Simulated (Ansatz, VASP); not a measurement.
**SiC in VASP and in Ansatz**

```
Si C
1.0
     2.18931    2.18931    0.00000
    -2.18931    2.18931    0.00000
     0.00000    2.18931    2.17069
Si C
1 1
Cartesian
  0.0000 0.0000 0.0000
  1.0947 3.2840 1.0853
```

Change from the starting cell: film at in-plane strain +0.005.

Alike in both runs: task single point; functional PBEsol; k mesh 10 × 10 × 10; no spin polarisation.

|  | VASP | Ansatz |
| --- | --- | --- |
| version | VASP 6.6.1 | Ansatz 0.2.0 |
| potentials or method | VASP PAW PBE potentials, release 64 (Si, C), cutoff 520 eV | all-electron LAPW, scalar-relativistic |
| occupations | gaussian, width 0.01 eV | fixed |

|  | VASP | Ansatz | Ansatz less VASP |
| --- | --- | --- | --- |
| gap on the k mesh at the Fermi level (eV) | 1.15 | 1.16 | +0.010 |
| pressure (GPa) | -1.1 | -1.5 | -0.40 |
| traceless stress, the component that is largest in VASP (GPa) | 1.41 | 1.41 | +0.002 |

VASP's potentials were made for PBE, not for PBEsol. Ansatz ran all-electron here, and VASP with PAW potentials.
